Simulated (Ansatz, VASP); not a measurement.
## Two plane-wave programs on Cu2O

The input POSCAR:

```
Cu2O
1.0
    4.3290815716      0.0000000000      0.0000000000
    0.0000000000      4.3290815716      0.0000000000
    0.0000000000      0.0000000000      4.3290815716
Cu O
4 2
Direct
    0.2500000000      0.2500000000      0.2500000000
    0.2500000000      0.7500000000      0.7500000000
    0.7500000000      0.7500000000      0.2500000000
    0.7500000000      0.2500000000      0.7500000000
    0.0000000000      0.0000000000      0.0000000000
    0.5000000000      0.5000000000      0.5000000000
```

INCAR.step1

```
SYSTEM = Cu2O
PREC = Accurate
ENCUT = 660
ISMEAR = 0
SIGMA = 0.02
LREAL = .False.
LASPH = .True.
NELM = 120
NBANDS = 37
GGA = PE
ALGO = Normal
EDIFF = 1E-5
LWAVE = .True.
LCHARG = .False.
GGA_COMPAT = .False.
```

The input INCAR.step2:

```
SYSTEM = Cu2O
PREC = Accurate
ENCUT = 660
EDIFF = 1E-6
ISMEAR = 0
SIGMA = 0.02
LREAL = .False.
LASPH = .True.
NELM = 120
ALGO = Normal
ISIF = 2
LWAVE = .False.
LCHARG = .True.
METAGGA = R2SCAN
LMIXTAU = .True.
LELF = .True.
LVHAR = .True.
NBANDS = 37
ISTART = 1
GGA_COMPAT = .False.
```

The input KPOINTS:

```
regular mesh
0
Gamma
  6 6 6
  0 0 0
```

Input for Ansatz:

```yaml
crystal:
  lattice:
    - [4.3290815716, 0.0, 0.0]
    - [0.0, 4.3290815716, 0.0]
    - [0.0, 0.0, 4.3290815716]
  atoms:
    - { symbol: Cu, position: [0.25, 0.25, 0.25] }
    - { symbol: Cu, position: [0.25, 0.75, 0.75] }
    - { symbol: Cu, position: [0.75, 0.75, 0.25] }
    - { symbol: Cu, position: [0.75, 0.25, 0.75] }
    - { symbol: O, position: [0.0, 0.0, 0.0] }
    - { symbol: O, position: [0.5, 0.5, 0.5] }
basis:
  ecutwfc: 500
kpoints:
  mp_grid: { grid: [6, 6, 6] }
hamiltonian:
  xc: r2scan
scf:
  occupations: { method: gaussian, width: 0.02 }
output:
  forces: true
  stress: true
  eigenvalues: true
```

Alike in both runs: task single point; functional r2SCAN; k mesh 6 × 6 × 6; occupations gaussian, width 0.02 eV; no spin polarisation.

|  | VASP | Ansatz |
| --- | --- | --- |
| version | VASP 6.6.1 | Ansatz 0.2.0 |
| potentials or method | VASP PAW PBE potentials, release 64 (Cu, O), cutoff 660 eV | scalar-relativistic, plane waves, PAW |
| valence electrons in the cell | 56 | 88 |

VASP gave:

```
gap on the k mesh at the Fermi level (eV) : 0.66
least direct gap on the mesh (eV)         : 0.66
pressure (GPa)                            : -5.9
```

Q: Which values does Ansatz return?

A: gap on the k mesh at the Fermi level (eV): 0.67; least direct gap on the mesh (eV): 0.67; pressure (GPa): -6.5.

VASP's potentials were made for PBE, not for r2SCAN. VASP's potentials hold 56 valence electrons a cell and Ansatz's 88, so a difference there can come from the potentials and not from the codes.
